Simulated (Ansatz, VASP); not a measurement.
BaTe in VASP and in Ansatz

```
Ba Te
1.0
     4.24643    0.00000    0.00000
     0.00000    4.24643    0.00000
     0.00000    0.00000    4.23019
Ba Te
1 1
Direct
  0.50000 0.50000 0.08717
  0.00000 0.00000 0.58736
```

Alike in both runs: functional PBE; k mesh 4 × 4 × 6; occupations gaussian, width 0.1 eV; no spin polarisation.

Ansatz relaxed the structure, and its values are those at the end. VASP's run is a single point on that final structure, the one shown.

|  | VASP | Ansatz |
| --- | --- | --- |
| version | VASP 6.6.1 | Ansatz 0.2.0 |
| potentials or method | VASP PAW PBE potentials, release 64 (Ba_sv, Te), cutoff 520 eV | scalar-relativistic, plane waves, PAW |
| valence electrons in the cell | 16 | 26 |

|  | VASP | Ansatz | Ansatz less VASP |
| --- | --- | --- | --- |
| gap on the k mesh at the Fermi level (eV) | 0.72 | 0.82 | +0.104 |
| least direct gap on the mesh (eV) | 0.92 | 1.03 | +0.103 |
| pressure (GPa) | 0.6 | 0.2 | -0.48 |

VASP's potentials hold 16 valence electrons a cell and Ansatz's 26, so a difference there can come from the potentials and not from the codes.

Neither program's run includes spin-orbit coupling.
